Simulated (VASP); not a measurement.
## BAs: vibrations by perturbation theory with PBE

BAs:

```
CELL_PARAMETERS angstrom
0.00000 2.40464 2.40464
2.40464 0.00000 2.40464
2.40464 2.40464 0.00000
ATOMIC_POSITIONS crystal
B 0.00000 0.00000 0.00000
As 0.75000 0.75000 0.75000
```

- Program: VASP 6.6.1
- Task: vibrations by perturbation theory
- Functional: PBE
- Potentials or basis: VASP PAW PBE potentials, release 64 (B, As)
- Cutoff: 520 eV
- k mesh: 10 × 10 × 10
- Occupations: gaussian, width 0.01 eV
- Spin: no spin polarisation
- Dipole correction: no
- Further INCAR settings: ALGO = Normal; EDIFF = 1e-08; IBRION = 8; NSW = 1

| Quantity | Value |
| --- | --- |
| Electronic dielectric tensor (diagonal) | 9.97 |
| Born charges (mean of the diagonal) | B -0.47; As +0.47 e |
| Highest phonon frequency at Γ, LO-TO splitting left out | 682 cm⁻¹ |

Phonon frequencies in cm⁻¹ (negative: imaginary):
```csv
q point,frequencies
"(0.000, 0.000, 0.000)",0 0 0 682 682 682
```

Electronic dielectric tensor:
```
9.97 0.00 0.00
0.00 9.97 0.00
0.00 0.00 9.97
```

Born effective charge tensors (e):
atom 1, B
```
-0.47  0.00  0.00
 0.00 -0.47  0.00
 0.00  0.00 -0.47
```
atom 2, As
```
0.47 0.00 0.00
0.00 0.47 0.00
0.00 0.00 0.47
```

Wall time 7 min on 1 thread of Intel Xeon 8259CL (shared host), peak memory 0.26 GiB.
